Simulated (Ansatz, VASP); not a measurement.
Two plane-wave programs on Te

```
CELL_PARAMETERS angstrom
4.45400 0.00000 0.00000
-2.22700 3.85728 0.00000
0.00000 0.00000 5.92400
ATOMIC_POSITIONS crystal
Te 0.26900 0.00000 0.33333
Te 0.00000 0.26900 0.66667
Te 0.73100 0.73100 0.00000
```

Alike in both runs: task single point; functional PBE; dispersion D3(BJ); k mesh 9 × 9 × 6; occupations gaussian, width 0.01 eV; no spin polarisation.

|  | VASP | Ansatz |
| --- | --- | --- |
| version | VASP 6.6.1 | Ansatz 0.2.0 |
| potentials or method | VASP PAW PBE potentials, release 64 (Te), cutoff 500 eV | scalar-relativistic, plane waves, PAW |
| valence electrons in the cell | 18 | 48 |

|  | VASP | Ansatz | Ansatz less VASP |
| --- | --- | --- | --- |
| gap on the k mesh at the Fermi level (eV) | 0.17 | 0.19 | +0.021 |
| least direct gap on the mesh (eV) | 0.17 | 0.19 | +0.021 |
| pressure (GPa) | -0.7 | -0.7 | -0.01 |
| traceless stress, the component that is largest in VASP (GPa) | 0.31 | 0.30 | -0.016 |
| rms of the force components (eV/Å) | 0.096 | 0.089 | -0.0069 |

Atom by atom the forces differ by 0.007 eV/Å (rms over components). VASP's potentials hold 18 valence electrons a cell and Ansatz's 48, so a difference there can come from the potentials and not from the codes.

Neither program's run includes spin-orbit coupling.
